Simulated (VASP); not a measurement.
# TaN (Fm-3m) in VASP: notebook, part 2 of 2

VASP 6.6.1.

### Step 4. Single point, PBEsol

File INCAR:

```
PREC     = Accurate       # precision mode
ENCUT    = 600            # plane-wave cutoff, eV
EDIFF    = 1E-6           # SCF threshold, eV
ISMEAR   = 0              # smearing method
SIGMA    = 0.1            # smearing width, eV
LREAL    = False          # projectors in reciprocal space
LASPH    = True           # aspherical terms in the spheres
NELM     = 120            # most SCF steps
ALGO     = Normal         # electronic algorithm
ISIF     = 2              # what is computed and relaxed
LWAVE    = False          # write WAVECAR
LCHARG   = False          # write CHGCAR
GGA      = PS             # functional
NBANDS   = 16             # bands
GGA_COMPAT= False
```

File KPOINTS:

```
regular mesh
0
Gamma
  13 13 13
```

File POSCAR:

```
TaN
1.0
    0.0000000000      2.1790000000      2.1790000000
    2.1790000000      0.0000000000      2.1790000000
    2.1790000000      2.1790000000      0.0000000000
Ta N
1 1
Direct
    0.5000000000      0.5000000000      0.5000000000
    0.0000000000      0.0000000000      0.0000000000
```

Potentials or basis: VASP PAW PBE potentials, release 64 (Ta_sv_GW, N).

Launch:

```console
cat potpaw_PBE.64/Ta_sv_GW/POTCAR potpaw_PBE.64/N/POTCAR > POTCAR
mpirun -np 1 vasp_std > vasp.out
```

OUTCAR:

```text
PREC = Accurate
   ENCUT = 600
   EDIFF = 1E-6
   ISMEAR = 0
   LREAL = False
   LASPH = True
   NELM = 120
   ISIF = 2
   GGA = PS

 ion  position               nearest neighbor table
   1  0.500  0.500  0.500-   2 2.18   2 2.18   2 2.18   2 2.18   2 2.18   2 2.18
   2  0.000  0.000  0.000-   1 2.18   1 2.18   1 2.18   1 2.18   1 2.18   1 2.18

  LATTYP: Found a face centered cubic cell.
 ALAT       =     4.3580000000

  Lattice vectors:

 A1 = (   0.0000000000,   2.1790000000,   2.1790000000)
 A2 = (   2.1790000000,   0.0000000000,   2.1790000000)
 A3 = (   2.1790000000,   2.1790000000,   0.0000000000)

Analysis of symmetry for initial positions (statically):
=====================================================================
 Subroutine PRICEL returns:
 Original cell was already a primitive cell.

 Routine SETGRP: Setting up the symmetry group for a
 face centered cubic supercell.

 Subroutine GETGRP returns: Found 48 space group operations
 (whereof 48 operations were pure point group operations)
 out of a pool of 48 trial point group operations.

[... 156 lines left out ...]
  ---------------------------------------------------
  ext. energy  EPLUGINS =         0.00000000
  ---------------------------------------------------
  free energy    TOTEN  =       -25.76251133 eV

  energy without entropy =      -25.76023791  energy(sigma->0) =      -25.76137462

 E-fermi :  14.1264     XC(G=0): -14.1188

 val. band max:       14.1099237689   @ k =   0.0000   0.0000   0.0000
 cond. band min:      14.1386891619   @ k =  -0.3077   0.3077   0.0000
 fundamental gap:      0.0287653930
 Fermi energy:        14.1264268381

 k-point     1 :       0.0000    0.0000    0.0000
  band No.  band energies     occupation
      1     -55.3889      2.00000
      2     -21.5632      2.00000
      3     -21.5632      2.00000
      4     -21.5632      2.00000
      5      -4.9465      2.00000
      6      10.1950      2.00000
[... 433 lines left out ...]
      3     -21.7569      2.00000
      4     -21.7084      2.00000
      5      -2.3674      2.00000
      6       4.4875      2.00000
[... 8 lines left out ...]
     15      24.9027      0.00000
     16      27.4371      0.00000

 [... further k-points ...]
[... 5 lines left out ...]
  --------------------------------------------------------------------------------------
  -------------------------------------------------------------------------------------
  Total        0.5787807      0.5787807      0.5787807      0.0000000      0.0000000      0.0000000
  in kB       44.8149509     44.8149509     44.8149509      0.0000000      0.0000000      0.0000000
  external PRESSURE =      44.8149509 kB  Pullay stress =       0.0000000 kB

 VOLUME and BASIS-vectors are now :
 -----------------------------------------------------------------------------
  energy-cutoff  :      600.00
  volume of cell :       20.69
      direct lattice vectors                 reciprocal lattice vectors
     0.000000000  2.179000000  2.179000000    -0.229463056  0.229463056  0.229463056
     2.179000000  0.000000000  2.179000000     0.229463056 -0.229463056  0.229463056
     2.179000000  2.179000000  0.000000000     0.229463056  0.229463056 -0.229463056

 POSITION                                       TOTAL-FORCE (eV/Angst)
 -----------------------------------------------------------------------------------
      2.17900      2.17900      2.17900         0.000000      0.000000     -0.000000
      0.00000      0.00000      0.00000        -0.000000     -0.000000      0.000000
 -----------------------------------------------------------------------------------
    total drift:                                0.000000      0.000000      0.000000

  FREE ENERGIE OF THE ION-ELECTRON SYSTEM (eV)
  ---------------------------------------------------
  free  energy   TOTEN  =       -25.7625113279 eV

  energy  without entropy=      -25.7602379085  energy(sigma->0) =      -25.76137462
```

OSZICAR:

```text
N       E                     dE             d eps       ncg     rms          rms(c)
DAV:   1     0.116808591478E+03    0.11681E+03   -0.12313E+04  2712   0.129E+03
DAV:   2    -0.242568405700E+02   -0.14107E+03   -0.13554E+03  3856   0.339E+02
DAV:   3    -0.295681109447E+02   -0.53113E+01   -0.53010E+01  3200   0.598E+01
DAV:   4    -0.296888378701E+02   -0.12073E+00   -0.12072E+00  3872   0.601E+00
DAV:   5    -0.296920210881E+02   -0.31832E-02   -0.31832E-02  3264   0.666E-01    0.499E+01
DAV:   6    -0.259171839346E+02    0.37748E+01   -0.79654E+00  3136   0.253E+01    0.473E+01
DAV:   7    -0.258093303884E+02    0.10785E+00   -0.43895E-01  2784   0.568E+00    0.243E+01
DAV:   8    -0.257640285505E+02    0.45302E-01   -0.13783E-01  3336   0.294E+00    0.558E-01
DAV:   9    -0.257626126754E+02    0.14159E-02   -0.44711E-03  3048   0.635E-01    0.328E-01
DAV:  10    -0.257625230764E+02    0.89599E-04   -0.12895E-03  2888   0.361E-01    0.973E-02
DAV:  11    -0.257625256678E+02   -0.25914E-05   -0.93910E-05  3280   0.980E-02    0.408E-02
DAV:  12    -0.257625110811E+02    0.14587E-04   -0.28119E-05  3240   0.481E-02    0.130E-02
DAV:  13    -0.257625113279E+02   -0.24678E-06   -0.22833E-06  2592   0.124E-02
   1 F= -.25762511E+02 E0= -.25761375E+02  d E =-.227342E-02
```

Wall time 43 s (1 thread of Intel Xeon Platinum 8488C (Sapphire Rapids), shared host); peak memory 0.19 GiB.

What came out:

```
Free energy            : -25.7625 eV
Pressure               : 4.5 GPa
Band gap on the k mesh : zero (band 9 reaches 15.90 eV, above the bottom of band 10 at 11.87 eV)
```

Levels at points of the mesh, in eV from the Fermi level:
```
           k point  band 6  band 7  band 8  band 9  band 10  band 11  band 12  band 13
(0.00, 0.00, 0.00)   -3.93   -3.93   -3.93   -2.26    -2.26    -2.26    -0.02    -0.02
```

Caveat: the PAW data sets were made with another functional, which shifts forces and pressure a little; spin-orbit coupling is left out, which moves the levels of the heavy elements.

### Step 5. The runs side by side

```csv
smearing,gap on the mesh (eV),pressure (GPa)
gaussian 0.05 eV,none,4.5
gaussian 0.3 eV,none,4.6
gaussian 0.1 eV,none,4.5
```

Alike in all rows: task single point; level PBEsol; potentials or basis VASP PAW PBE potentials, release 64 (Ta_sv_GW, N); no spin polarisation; cell as given; k mesh 13 × 13 × 13; cutoff (eV) 600.

Every run on the cell as given and a fine mesh finds a metal.

Caveats: the PAW data sets were made with another functional, which shifts forces and pressure a little; spin-orbit coupling is left out, which moves the levels of the heavy elements.

Total energies depend on the potentials used, so only differences within one code and one set of settings carry meaning.
